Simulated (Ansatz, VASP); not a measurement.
One calculation of LiF, two programs

```xyz
4
Lattice="3.0621 0.0000 0.0000 -1.5310 2.6519 0.0000 0.0000 0.0000 4.7082" Properties=species:S:1:pos:R:3 pbc="T T T"
Li    0.0000    1.7679    1.8079
Li    1.5310    0.8840    4.1620
F     0.0000    1.7679    4.6660
F     1.5310    0.8840    2.3118
```

Alike in both runs: task single point; functional LDA; k mesh 9 × 9 × 6; occupations gaussian, width 0.05 eV; no spin polarisation.

|  | VASP | Ansatz |
| --- | --- | --- |
| version | VASP 6.6.1 | Ansatz 0.2.0 |
| potentials or method | VASP PAW LDA potentials, release 64 (Li_sv, F), cutoff 520 eV | scalar-relativistic, plane waves, PAW |
| valence electrons in the cell | 20 | 20 |

```csv
,VASP,Ansatz,Ansatz less VASP
gap on the k mesh at the Fermi level (eV),7.64,7.66,+0.016
least direct gap on the mesh (eV),7.64,7.66,+0.016
rms of the force components (eV/Å),0.004,0.005,+0.0008
```

LDA's correlation is that of Perdew and Zunger in VASP and of Perdew and Wang (1992) in Ansatz. Atom by atom the forces differ by 0.001 eV/Å (rms over components).

Noted on VASP's run: the cutoff is short for stress, so the pressure is rough.
